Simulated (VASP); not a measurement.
# Ge in VASP: single point with PBE+D3(BJ)

Aim: the single point of Ge with PBE+D3(BJ).

Program: VASP 6.6.1. These are calculated values, not measurements. Logs are shortened: lines on timing, memory, paths and dates and some standing lists are left out, and cuts for length are marked.

### 1 The cell of the first run

The typed cell holds 1 atom: a = 2.885 Å, b = 2.885 Å, c = 3.331 Å, α = 54.73°, β = 54.73°, γ = 70.53°.

This isn't the form of Ge at room conditions, which is diamond.

### 2 Single point, PBE+D3(BJ)

The input, INCAR:

```
SYSTEM = Ge
ALGO = Normal
EDIFF = 1E-6
ENCUT = 520
GGA = PE
ISIF = 2
ISMEAR = 0
IVDW = 12
LASPH = .True.
LCHARG = .True.
LELF = .True.
LREAL = .False.
LVHAR = .True.
LWAVE = .False.
NBANDS = 13
NELM = 100
PREC = Accurate
SIGMA = 0.15
```

The input, KPOINTS:

```
k-points
0
Gamma
  22 22 22
  0 0 0
```

The input, POSCAR:

```
Ge
1.0
    0.0000000000      2.3554486255      1.6653021782
    2.3554486255      0.0000000000      1.6653021782
    2.3554486255      2.3554486255      0.0000000000
Ge
1
Direct
    0.0000000000      0.0000000000      0.0000000000
```

Potentials or basis: VASP PAW PBE potentials, release 64 (Ge_d).

On the command line:

```bash
$ cat potpaw_PBE.64/Ge_d/POTCAR > POTCAR
$ mpirun -np 1 vasp_std > vasp.out
```

OUTCAR:

```text
SYSTEM = Ge
   EDIFF = 1E-6
   ENCUT = 520
   GGA = PE
   ISIF = 2
   ISMEAR = 0
   IVDW = 12
   LASPH = .True.
   LREAL = .False.
   NELM = 100
   PREC = Accurate
 IVDW          = 12

 ion  position               nearest neighbor table
   1  0.000  0.000  0.000-

  LATTYP: Found a body centered tetragonal cell.
 ALAT       =     3.3311073917
 C/A-ratio  =     0.9998489886

  Lattice vectors:

 A1 = (   0.0000000000,  -2.3554486255,  -1.6653021782)
 A2 = (   0.0000000000,   2.3554486255,  -1.6653021782)
 A3 = (   2.3554486255,   0.0000000000,   1.6653021782)

Analysis of symmetry for initial positions (statically):
=====================================================================
 Subroutine PRICEL returns:
 Original cell was already a primitive cell.

 Routine SETGRP: Setting up the symmetry group for a
 body centered tetragonal supercell.

 Subroutine GETGRP returns: Found 16 space group operations
 (whereof 16 operations were pure point group operations)
 out of a pool of 16 trial point group operations.

The static configuration has the point symmetry D_4h.

Analysis of symmetry for dynamics (positions and initial velocities):
=====================================================================
 Subroutine PRICEL returns:
 Original cell was already a primitive cell.

 Routine SETGRP: Setting up the symmetry group for a
 body centered tetragonal supercell.

 Subroutine GETGRP returns: Found 16 space group operations
 (whereof 16 operations were pure point group operations)
 out of a pool of 16 trial point group operations.

The dynamic configuration has the point symmetry D_4h.

 Subroutine INISYM returns: Found 16 space group operations
 (whereof 16 operations are pure point group operations),
 and found     1 'primitive' translations

----------------------------------------------------------------------------------------

                                     Primitive cell

  volume of cell :      18.4787

  direct lattice vectors                    reciprocal lattice vectors
     0.000000000  2.355448625  1.665302178    -0.212273787  0.212273787  0.300245809
     2.355448625  0.000000000  1.665302178     0.212273787 -0.212273787  0.300245809
     2.355448625  2.355448625  0.000000000     0.212273787  0.212273787 -0.300245809

  length of vectors
     2.884678417  2.884678417  3.331107392     0.424579636  0.424579636  0.424579636

  position of ions in fractional coordinates (direct lattice)
     0.000000000  0.000000000  0.000000000

  ion indices of the primitive-cell ions
   primitive index   ion index
                 1           1

----------------------------------------------------------------------------------------
[... 84 lines left out ...]
   EFERMI =   0.00;   METHOD = LEGACY
   ISMEAR =     0;   SIGMA  =   0.15  broadening in eV -4-tet -1-fermi 0-gaus
   EFERMI_NEDOS =   21; number of points for ismear=-14 and -15
   IALGO  =     38    algorithm
   IMIX   =      4    mixing-type and parameters
     AMIX     =   0.40;   BMIX     =  1.00
     AMIX_MAG =   1.60;   BMIX_MAG =  1.00
  volume/ion in A,a.u.               =      18.48       124.70
  Fermi-wavevector in a.u.,A,eV,Ry     =   1.492430  2.820284 30.304914  2.227348
  Thomas-Fermi vector in A             =   2.604959
   LORBIT       =      0    0 simple, 1 ext, 2 COOP (PROOUT), +10 PAW based schemes
   GGA     = PE    functional components
   LHFCALC =     F    Hartree Fock is set to
   AEXX    =    0.0000 exact exchange contribution
   IVDW    =    12    specifies the selected vdW correction
   LEPSILON=     F    determine dielectric tensor
   LRPA    =     F    only Hartree local field effects (RPA)
 non-spin polarized calculation
 Gauss-broadening in eV      SIGMA  =   0.15
  energy-cutoff  :      520.00
  volume of cell :       18.48
 maximum number of plane-waves:       531
 NGX is ok and might be reduce to    24
   NGX = 11   NGY = 11   NGZ = 13

 number of electron      14.0000006 magnetization

 Free energy of the ion-electron system (eV)
  ---------------------------------------------------
  ext. energy  EPLUGINS =         0.00000000
  ---------------------------------------------------
  free energy    TOTEN  =        -4.17570872 eV

  energy without entropy =       -4.17108246  energy(sigma->0) =       -4.17339559

 E-fermi :   7.0095     XC(G=0): -11.4070

 val. band max:        6.9952302135   @ k =  -0.4091   0.4091   0.0000
 cond. band min:       7.0462182053   @ k =   0.3636   0.2273   0.0909
 fundamental gap:      0.0509879918
 Fermi energy:         7.0094845456

 k-point     1 :       0.0000    0.0000    0.0000
  band No.  band energies     occupation
      1     -17.7584      2.00000
      2     -17.7584      2.00000
      3     -17.7584      2.00000
      4     -17.6670      2.00000
      5     -17.6669      2.00000
      6      -6.3250      2.00000
      7      16.3891      0.00000
      8      16.3891      0.00000
      9      16.3900      0.00000
     10      22.1148      0.00000
     11      22.1185      0.00000
     12      22.1185      0.00000
     13      24.0847      0.00000
[... 354 lines left out ...]
  band No.  band energies     occupation
      1     -17.7868      2.00000
      2     -17.7506      2.00000
      3     -17.6738      2.00000
      4     -17.6716      2.00000
      5     -17.6152      2.00000
      6      -0.9520      2.00000
      7       2.2574      2.00000
      8      11.2900      0.00000
      9      13.5263      0.00000
     10      17.0896      0.00000
     11      17.1665      0.00000
     12      24.9756      0.00000
     13      27.4840      0.00000

 [... further k-points ...]

------------------------ aborting loop because EDIFF is reached ----------------------------------------

 Edisp (eV)   -0.35734

 E8    (eV) :    -0.1576

  FORCE on cell =-STRESS in cart. coord.  units (eV):
  Direction    XX          YY          ZZ          XY          YZ          ZX
  --------------------------------------------------------------------------------------
  -------------------------------------------------------------------------------------
  Total      -0.05950    -0.05950    -0.05930     0.00000     0.00000     0.00000
  in kB      -5.15881    -5.15881    -5.14199     0.00000     0.00000     0.00000
  external pressure =       -5.15 kB  Pullay stress =        0.00 kB

 VOLUME and BASIS-vectors are now :
 -----------------------------------------------------------------------------
  energy-cutoff  :      520.00
  volume of cell :       18.48
      direct lattice vectors                 reciprocal lattice vectors
     0.000000000  2.355448625  1.665302178    -0.212273787  0.212273787  0.300245809
     2.355448625  0.000000000  1.665302178     0.212273787 -0.212273787  0.300245809
     2.355448625  2.355448625  0.000000000     0.212273787  0.212273787 -0.300245809

 POSITION                                       TOTAL-FORCE (eV/Angst)
 -----------------------------------------------------------------------------------
      0.00000      0.00000      0.00000         0.000000     -0.000000     -0.000000
 -----------------------------------------------------------------------------------
    total drift:                               -0.000000     -0.000000      0.000000

  FREE ENERGIE OF THE ION-ELECTRON SYSTEM (eV)
  ---------------------------------------------------
  free  energy   TOTEN  =        -4.5330470352 eV

  energy  without entropy=       -4.5284207684  energy(sigma->0) =       -4.53073390
```

Run time: 4.1 min. Hardware: 1 thread of Intel Xeon 8259CL, shared host; peak memory 0.32 GiB.

Results:

```yaml
Free_energy: -4.5330 eV
Pressure: -0.5 GPa
Band_gap_on_the_k_mesh: zero (bands 7 and 8 overlap by 12.43 eV)
Dispersion_energy_per_atom: -0.357 eV
```

Levels at points of the mesh, in eV from the Fermi level:
```
           k point  band 4  band 5  band 6  band 7  band 8  band 9  band 10  band 11
(0.00, 0.00, 0.00)  -24.68  -24.68  -13.33    9.38    9.38    9.38    15.11    15.11
(0.50, 0.00, 0.00)  -24.68  -24.62   -7.49   -5.44    4.46    6.84     9.62     9.76
(0.50, 0.50, 0.00)  -24.63  -24.63   -2.48   -0.48   -0.48   -0.48     4.36     4.37
(0.50, 0.00, 0.50)  -24.68  -24.62   -7.49   -5.44    4.46    6.84     9.63     9.77
```
